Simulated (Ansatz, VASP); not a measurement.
# HfS4 in VASP and in Ansatz

```
Hf S
1.0
     0.00000    3.68556    3.68556
     3.68556    0.00000    3.68556
     3.68556    3.68556    0.00000
Hf S
1 4
Direct
  0.50000 0.50000 0.50000
  0.12539 0.12539 0.12539
  0.12539 0.12539 0.62382
  0.12539 0.62382 0.12539
  0.62382 0.12539 0.12539
```

Alike in both runs: functional PBE; k mesh 4 × 4 × 4; occupations gaussian, width 0.1 eV; no spin polarisation.

Ansatz relaxed the structure, and its values are those at the end. VASP's run is a single point on that final structure, the one shown.

|  | VASP | Ansatz |
| --- | --- | --- |
| version | VASP 6.6.1 | Ansatz 0.2.0 |
| potentials or method | VASP PAW PBE potentials, release 64 (Hf_pv, S), cutoff 520 eV | scalar-relativistic, plane waves, PAW |
| valence electrons in the cell | 34 | 50 |

|  | VASP | Ansatz | Ansatz less VASP |
| --- | --- | --- | --- |
| gap on the k mesh at the Fermi level (eV) | none | none | - |
| pressure (GPa) | -0.1 | 0.3 | +0.36 |
| rms of the force components (eV/Å) | 0.004 | 0.001 | -0.0031 |

A gap of «none» marks a metal or a gap that the smearing closes. VASP's potentials hold 34 valence electrons a cell and Ansatz's 50, so a difference there can come from the potentials and not from the codes.

The k mesh is coarse, so the values compare programs but aren't converged. Spin-orbit coupling is off throughout.
